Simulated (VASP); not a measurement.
A run of VASP 6.6.1 is set up as follows.

File POSCAR:

```
CdTe
1.0
    0.0000000000      3.2109822139      3.2109822139
    3.2109822139      0.0000000000      3.2109822139
    3.2109822139      3.2109822139      0.0000000000
Cd Te
1 1
Direct
    0.0000000000      0.0000000000      0.0000000000
    0.2500000000      0.2500000000      0.2500000000
```

Contents of INCAR.step1:

```
PREC = Accurate
ENCUT = 520
ISMEAR = 0
SIGMA = 0.02
LREAL = F
LASPH = T
NELM = 60
NBANDS = 16
GGA = PE
ALGO = Normal
EDIFF = 1E-4
LWAVE = T
LCHARG = F
```

The input INCAR.step2:

```
PREC = Accurate
ENCUT = 520
EDIFF = 1E-6
ISMEAR = 0
SIGMA = 0.02
LREAL = F
LASPH = T
NELM = 60
ALGO = Normal
ISIF = 2
LWAVE = F
LCHARG = F
METAGGA = R2SCAN
LMIXTAU = T
NBANDS = 16
ISTART = 1
```

KPOINTS

```
regular mesh
0
Gamma
  8 8 8
```

Potentials or basis: VASP PAW PBE potentials, release 64 (Cd, Te).

Run with:

```bash
$ cat potpaw_PBE.64/Cd/POTCAR potpaw_PBE.64/Te/POTCAR > POTCAR
$ cp INCAR.step1 INCAR
$ mpirun -np 1 vasp_std > vasp.out
$ cp INCAR.step2 INCAR
$ mpirun -np 1 vasp_std > vasp.out
```

Question: What does it give for the pressure?

Answer: 3.1 GPa.

Question: What does it give for the band gap on the k mesh?

Answer: 1.36 eV, direct.

Caveat: the PAW data sets were made with another functional, which shifts forces and pressure a little; spin-orbit coupling is left out, which moves the levels of the heavy elements.
